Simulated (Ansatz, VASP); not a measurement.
## Two plane-wave programs on Au

```
CELL_PARAMETERS angstrom
0.00000 3.07636 3.07636
3.07636 0.00000 3.07636
3.07636 3.07636 0.00000
ATOMIC_POSITIONS crystal
Au 0.12500 0.12500 0.12500
Au 0.87500 0.87500 0.87500
```

Alike in both runs: task single point; functional r2SCAN; k mesh 10 × 10 × 10; occupations fermi-dirac, width 0.1 eV; no spin polarisation.

|  | VASP | Ansatz |
| --- | --- | --- |
| version | VASP 6.6.1 | Ansatz 0.2.0 |
| potentials or method | VASP PAW PBE potentials, release 64 (Au), cutoff 520 eV | plane waves (500 eV) with PAW, scalar-relativistic |
| valence electrons in the cell | 22 | 38 |

|  | VASP | Ansatz | Ansatz less VASP |
| --- | --- | --- | --- |
| pressure (GPa) | -2.1 | -2.2 | -0.08 |

VASP's potentials were made for PBE, not for r2SCAN. The functional is the same, so the differences come from potentials, cutoffs and numerics. VASP's potentials hold 22 valence electrons a cell and Ansatz's 38, so a difference there can come from the potentials and not from the codes.

Spin-orbit coupling is off throughout.
